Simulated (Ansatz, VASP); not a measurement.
# One calculation of SrRe2, two programs

```xyz
6
Lattice="0.0000 3.9150 3.9150 3.9150 0.0000 3.9150 3.9150 3.9150 0.0000" Properties=species:S:1:pos:R:3 pbc="T T T"
Sr    0.0000    0.0000    0.0000
Sr    1.9575    1.9575    1.9575
Re    4.8938    4.8938    4.8938
Re    4.8938    2.9363    2.9363
Re    2.9363    2.9363    4.8938
Re    2.9363    4.8938    2.9363
```

Alike in both runs: functional PBE; k mesh 8 × 8 × 8; occupations gaussian, width 0.1 eV; no spin polarisation.

Ansatz relaxed the structure, and its values are those at the end. VASP's run is a single point on that final structure, the one shown.

```csv
,VASP,Ansatz
version,VASP 6.6.1,Ansatz 0.2.0
potentials or method,"VASP PAW PBE potentials, release 64 (Sr_sv, Re), cutoff 520 eV","scalar-relativistic, plane waves, PAW"
valence electrons in the cell,48,80
```

|  | VASP | Ansatz | Ansatz less VASP |
| --- | --- | --- | --- |
| gap on the k mesh at the Fermi level (eV) | none | none | - |
| pressure (GPa) | -0.1 | 0.0 | +0.15 |

A gap of «none» marks a metal or a gap that the smearing closes. VASP's potentials hold 48 valence electrons a cell and Ansatz's 80, so a difference there can come from the potentials and not from the codes.

Neither program's run includes spin-orbit coupling.
